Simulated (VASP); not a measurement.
# SiC (P6_3mc) in VASP: notebook, part 2 of 2

VASP 6.6.1.

## 3. Single point, PBEsol+D3(BJ)

This run uses another cell than the first one, of 10.31 Å³/atom.

INCAR

```
PREC = Accurate
ENCUT = 520
EDIFF = 1E-6
ISMEAR = -1
SIGMA = 0.05
LREAL = False
LASPH = True
NELM = 100
ALGO = Normal
ISIF = 2
LWAVE = False
LCHARG = False
GGA = PS
IVDW = 12
NBANDS = 26
```

KPOINTS

```
Automatic mesh
0
Gamma
  10 10 3
```

POSCAR

```
SiC
1.0
    3.0756941497      0.0000000000      0.0000000000
   -1.5378470748      2.6636292679      0.0000000000
    0.0000000000      0.0000000000     10.0706464800
Si C
4 4
Direct
    0.0000000000      0.0000000000      0.1878943800
    0.0000000000      0.0000000000      0.6878943800
    0.3333333333      0.6666666667      0.4378419800
    0.6666666667      0.3333333333      0.9378419800
    0.0000000000      0.0000000000      0.0004600500
    0.0000000000      0.0000000000      0.5004600500
    0.3333333333      0.6666666667      0.2498025900
    0.6666666667      0.3333333333      0.7498025900
```

Potentials or basis: VASP PAW PBE potentials, release 64 (Si, C).

On the command line:

```bash
$ cat potpaw_PBE.64/Si/POTCAR potpaw_PBE.64/C/POTCAR > POTCAR
$ mpirun -np 1 vasp_std > vasp.out
```

OUTCAR:

```text
PREC = Accurate
   ENCUT = 520
   EDIFF = 1E-6
   ISMEAR = -1
   LREAL = False
   LASPH = True
   NELM = 100
   ISIF = 2
   GGA = PS
   IVDW = 12
 IVDW          = 12

 ion  position               nearest neighbor table
   1  0.000  0.000  0.188-   7 1.88   7 1.88   7 1.88   5 1.89   3 3.08   3 3.08   3 3.08   4 3.08
                             4 3.08   4 3.08
   2  0.000  0.000  0.688-   8 1.88   8 1.88   8 1.88   6 1.89   4 3.08   4 3.08   4 3.08   3 3.08
                             3 3.08   3 3.08
   3  0.333  0.667  0.438-   6 1.88   6 1.88   6 1.88   7 1.89   1 3.08   1 3.08   1 3.08   2 3.08
                             2 3.08   2 3.08
   4  0.667  0.333  0.938-   5 1.88   5 1.88   5 1.88   8 1.89   2 3.08   2 3.08   2 3.08   1 3.08
                             1 3.08   1 3.08
   5  0.000  0.000  0.000-   4 1.88   4 1.88   4 1.88   1 1.89
   6  0.000  0.000  0.500-   3 1.88   3 1.88   3 1.88   2 1.89
   7  0.333  0.667  0.250-   1 1.88   1 1.88   1 1.88   3 1.89
   8  0.667  0.333  0.750-   2 1.88   2 1.88   2 1.88   4 1.89

  LATTYP: Found a hexagonal cell.
 ALAT       =     3.0756941497
 C/A-ratio  =     3.2742678530

  Lattice vectors:

 A1 = (   3.0756941497,   0.0000000000,   0.0000000000)
 A2 = (  -1.5378470748,   2.6636292679,   0.0000000000)
 A3 = (   0.0000000000,   0.0000000000,  10.0706464800)

Analysis of symmetry for initial positions (statically):
=====================================================================
 Subroutine PRICEL returns:
 Original cell was already a primitive cell.

 Routine SETGRP: Setting up the symmetry group for a
 hexagonal supercell.

 Subroutine GETGRP returns: Found 12 space group operations
 (whereof  6 operations were pure point group operations)
 out of a pool of 24 trial point group operations.

The static configuration has the point symmetry C_3v.
 The point group associated with its full space group is C_6v.

[... 147 lines left out ...]
  Fermi-wavevector in a.u.,A,eV,Ry     =   1.193897  2.256138 19.393597  1.425389
  Thomas-Fermi vector in A             =   2.329900
   LORBIT       =      0    0 simple, 1 ext, 2 COOP (PROOUT), +10 PAW based schemes
   GGA     = PS    functional components
   LHFCALC =     F    Hartree Fock is set to
   AEXX    =    0.0000 exact exchange contribution
   IVDW    =    12    specifies the selected vdW correction
   LEPSILON=     F    determine dielectric tensor
   LRPA    =     F    only Hartree local field effects (RPA)
 non-spin polarized calculation
  energy-cutoff  :      520.00
  volume of cell :       82.50
 maximum number of plane-waves:      2248
 NGX is ok and might be reduce to    24
   NGX = 11   NGY = 11   NGZ = 37

 number of electron      32.0000000 magnetization

 Free energy of the ion-electron system (eV)
  ---------------------------------------------------
  ext. energy  EPLUGINS =         0.00000000
  ---------------------------------------------------
  free energy    TOTEN  =       -63.67062484 eV

  energy without entropy =      -63.67062484  energy(sigma->0) =      -63.67062484

 E-fermi :   9.1377     XC(G=0): -11.5158

 val. band max:        8.1600130275   @ k =   0.0000   0.0000   0.0000
 cond. band min:      10.2685001370   @ k =   0.5000   0.0000   0.0000
 fundamental gap:      2.1084871096
 Fermi energy:         9.1377269461

 k-point     1 :       0.0000    0.0000    0.0000
  band No.  band energies     occupation
      1      -7.3669      2.00000
      2      -6.1811      2.00000
      3      -6.1451      2.00000
      4      -3.7526      2.00000
      5      -0.5326      2.00000
      6       3.7483      2.00000
[... 685 lines left out ...]
     25      16.0639      0.00000
     26      16.9546      0.00000

 [... further k-points ...]

------------------------ aborting loop because EDIFF is reached ----------------------------------------

 Edisp (eV)   -1.94126

 E8    (eV) :    -1.1534

  FORCE on cell =-STRESS in cart. coord.  units (eV):
  Direction    XX          YY          ZZ          XY          YZ          ZX
  --------------------------------------------------------------------------------------
  -------------------------------------------------------------------------------------
  Total      -1.52754    -1.52754    -1.59409    -0.00000     0.00000     0.00000
  in kB     -29.66401   -29.66401   -30.95629    -0.00000     0.00000     0.00000
  external pressure =      -30.09 kB  Pullay stress =        0.00 kB

 VOLUME and BASIS-vectors are now :
 -----------------------------------------------------------------------------
  energy-cutoff  :      520.00
  volume of cell :       82.50
      direct lattice vectors                 reciprocal lattice vectors
     3.075694150  0.000000000  0.000000000     0.325129857  0.187713811  0.000000000
    -1.537847075  2.663629268  0.000000000     0.000000000  0.375427621  0.000000000
     0.000000000  0.000000000 10.070646480     0.000000000  0.000000000  0.099298491

 POSITION                                       TOTAL-FORCE (eV/Angst)
 -----------------------------------------------------------------------------------
      0.00000      0.00000      1.89222        -0.000000      0.000000      0.002422
      0.00000      0.00000      6.92754         0.000000     -0.000000      0.002422
     -0.00000      1.77575      4.40935         0.000000     -0.000000     -0.004474
      1.53785      0.88788      9.44468        -0.000000     -0.000000     -0.004474
      0.00000      0.00000      0.00463         0.000000     -0.000000     -0.001735
      0.00000      0.00000      5.03996        -0.000000     -0.000000     -0.001735
     -0.00000      1.77575      2.51567         0.000000     -0.000000      0.003786
      1.53785      0.88788      7.55100        -0.000000      0.000000      0.003786
 -----------------------------------------------------------------------------------
    total drift:                               -0.000000     -0.000000      0.000105

  FREE ENERGIE OF THE ION-ELECTRON SYSTEM (eV)
  ---------------------------------------------------
  free  energy   TOTEN  =       -65.6118822262 eV

  energy  without entropy=      -65.6118822261  energy(sigma->0) =      -65.61188223
```

stdout:

```text
POSCAR found type information on POSCAR SiC
 POSCAR found :  2 types and       8 ions
 scaLAPACK will be used
 -----------------------------------------------------------------------------
|                                                                             |
|                                                                             |
|     You enforced a specific xc type in the INCAR file but a different       |
|     I HOPE YOU KNOW WHAT YOU ARE DOING!                                     |
|                                                                             |
 -----------------------------------------------------------------------------

 LDA part: xc-table for (Slater+PW92), standard interpolation
 POSCAR, INCAR and KPOINTS ok, starting setup
 FFT: planning ... GRIDC
 FFT: planning ... GRID_SOFT
 FFT: planning ... GRID
 WAVECAR not read
 entering main loop
```

Run time: 64 s. Hardware: 1 thread of AMD EPYC 7R13, shared host; peak memory 0.19 GiB.

Results:

```yaml
Free_energy: -65.6119 eV
Pressure: -3.0 GPa
Largest_force: 0.004 eV/Å
Band_gap_on_the_k_mesh: 2.11 eV (least direct gap 3.24 eV)
Dispersion_energy_per_atom: -0.243 eV
```

Forces in eV/Å, atoms in the order of the input:
```
Si   0.000  0.000  0.002
Si   0.000  0.000  0.002
Si   0.000  0.000 -0.004
Si   0.000  0.000 -0.004
C    0.000  0.000 -0.002
C    0.000  0.000 -0.002
C    0.000  0.000  0.004
C    0.000  0.000  0.004
```

Caveat: the cell stands under tension; the PAW data sets were made with another functional, which shifts forces and pressure a little; an odd mesh through Γ misses points on the zone boundary, where band edges can lie.
